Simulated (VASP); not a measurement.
Input of a VASP 6.6.1 run:

POSCAR

```
BN
1.0
    2.5539396017      0.0000000000      0.0000000000
   -1.2769698009      2.2117765748      0.0000000000
    0.0000000000      0.0000000000      4.2268550000
B N
2 2
Direct
    0.6666666667      0.3333333333      1.0115531259
    0.3333333333      0.6666666667      0.4997240000
    0.6666666667      0.3333333333      0.6252760000
    0.3333333333      0.6666666667      0.1252760000
```

File INCAR.step1:

```
PREC = Accurate
ENCUT = 1460
ISMEAR = 0
SIGMA = 0.05
LREAL = False
LASPH = True
NELM = 120
NBANDS = 16
GGA = PE
ALGO = Normal
EDIFF = 1E-5
LWAVE = True
LCHARG = False
GGA_COMPAT = False
```

INCAR.step2

```
PREC = Accurate
ENCUT = 1460
EDIFF = 1E-6
ISMEAR = 0
SIGMA = 0.05
LREAL = False
LASPH = True
NELM = 120
ALGO = Normal
ISIF = 2
LWAVE = False
LCHARG = False
METAGGA = R2SCAN
LMIXTAU = True
NBANDS = 16
ISTART = 1
GGA_COMPAT = False
```

Contents of KPOINTS:

```
Automatic mesh
0
Gamma
  12 12 6
```

Potentials or basis: VASP PAW PBE potentials, release 64 (B_h, N_h).

Run with:

```console
$ cat potpaw_PBE.64/B_h/POTCAR potpaw_PBE.64/N_h/POTCAR > POTCAR
$ cp INCAR.step1 INCAR
$ mpirun -np 1 vasp_std > vasp.out
$ cp INCAR.step2 INCAR
$ mpirun -np 1 vasp_std > vasp.out
```

Task: What does it give for the pressure?

Result: -4.6 GPa.

Task: Predict the band gap on the k mesh.

Result: 6.03 eV (least direct gap 8.98 eV).

Task: What does it give for the largest force?

Result: 1.595 eV/Å.

Forces in eV/Å, atoms in the order of the input:
```
B    0.000  0.000 -1.595
B    0.000  0.000  0.629
N    0.000  0.000  0.253
N    0.000  0.000  0.713
```

Caveat: the cell differs from its parent crystal (atom 1 (B) moved +0.050 Å along Cartesian [0 0 1]); the cell stands under tension; the PAW data sets were made with another functional, which shifts forces and pressure a little. A k mesh can miss the band edges.
